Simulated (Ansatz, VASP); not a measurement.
## Two plane-wave programs on TiSi4Ni3

```
CELL_PARAMETERS angstrom
3.16839 -3.16902 0.00000
3.16839 3.16902 0.00000
0.00000 0.00000 5.01037
ATOMIC_POSITIONS crystal
Ti 0.50000 0.50000 0.61605
Si 0.00000 0.00000 0.18653
Si 0.50000 0.50000 0.11156
Si 0.50000 0.00000 0.86326
Si 0.00000 0.50000 0.86326
Ni 0.00000 0.00000 0.67512
Ni 0.50000 0.00000 0.34211
Ni 0.00000 0.50000 0.34211
```

Alike in both runs: functional PBE; k mesh 8 × 8 × 8; occupations gaussian, width 0.1 eV; no spin polarisation.

Ansatz relaxed the structure, and its values are those at the end. VASP's run is a single point on that final structure, the one shown.

|  | VASP | Ansatz |
| --- | --- | --- |
| version | VASP 6.6.1 | Ansatz 0.2.0 |
| potentials or method | VASP PAW PBE potentials, release 64 (Ti_sv, Si, Ni), cutoff 520 eV | scalar-relativistic, plane waves, PAW |
| valence electrons in the cell | 58 | 82 |

VASP gave:

* gap on the k mesh at the Fermi level (eV): none
* pressure (GPa): 0.1
* rms of the force components (eV/Å): 0.006

Q: What did Ansatz give for the same quantities?

A: gap on the k mesh at the Fermi level (eV): none; pressure (GPa): 0.0; rms of the force components (eV/Å): 0.001.

A gap of «none» marks a metal or a gap that the smearing closes. VASP's potentials hold 58 valence electrons a cell and Ansatz's 82, so a difference there can come from the potentials and not from the codes.
